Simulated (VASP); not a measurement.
Set up this calculation in VASP 6.6.1, as the native input.

| Item | Value |
| --- | --- |
| Task | relaxation of cell and atoms |
| Functional | PBE |
| Dispersion | D3(BJ) |
| Potentials or basis | VASP PAW PBE potentials, release 64 (P) |
| Cutoff | 600 eV |
| k mesh | 10 × 10 × 10 |
| Occupations | gaussian, width 0.1 eV |
| Spin | no spin polarisation |
| Dipole correction | no |
| Further INCAR settings | ALGO = Normal; EDIFF = 1e-06; IBRION = 2; EDIFFG = -0.005; NSW = 100; ISIF = 3 |

The structure of P lies in POSCAR:

```
P
1.0
    4.2729048574      0.0000000000      0.0000000000
    0.0000000000      4.2729048574      0.0000000000
    0.0000000000      0.0000000000      4.3780000000
P
1
Direct
    0.0000000000      0.0000000000      0.0000000000
```

The input as run:

INCAR

```
SYSTEM = P
ALGO = Normal
EDIFF = 1E-6
EDIFFG = -0.005
ENCUT = 600
GGA = PE
IBRION = 2
ISIF = 3
ISMEAR = 0
IVDW = 12
LASPH = .TRUE.
LCHARG = .FALSE.
LREAL = .FALSE.
LWAVE = .FALSE.
NELM = 100
NSW = 100
PREC = Accurate
SIGMA = 0.1
```

KPOINTS

```
k-points
0
G
  10 10 10
  0 0 0
```

Potentials or basis: VASP PAW PBE potentials, release 64 (P).

The run is started by

```sh
$ cat potpaw_PBE.64/P/POTCAR > POTCAR
$ mpirun -np 1 vasp_std > vasp.out
```

Results of the run:

The relaxed volume is 13.92 Å³/atom. The relaxed cell is a = 2.406 Å, b = 2.406 Å, c = 2.405 Å, α = 90.00°, β = 90.00°, γ = 90.00°, the space group after relaxing (to 0.05 Å) is Pm-3m (No. 221) and the energy gained by relaxing is 4567.5 meV/atom. The ionic steps are 23, the pressure after relaxing is 0.0 GPa and the dispersion energy per atom is -0.508 eV.

Caveat: the volume moved by over 15 % at a fixed basis, so the end points are rough; the volume moved by -83 % from the deposited cell, more than functionals usually miss; pairwise dispersion overbinds metals, which lowers pressure and volume.

Run time: 3.1 min on 1 thread of Intel(R) Xeon(R) 6975P-C (Granite Rapids), on a shared host, peak memory 0.29 GiB.
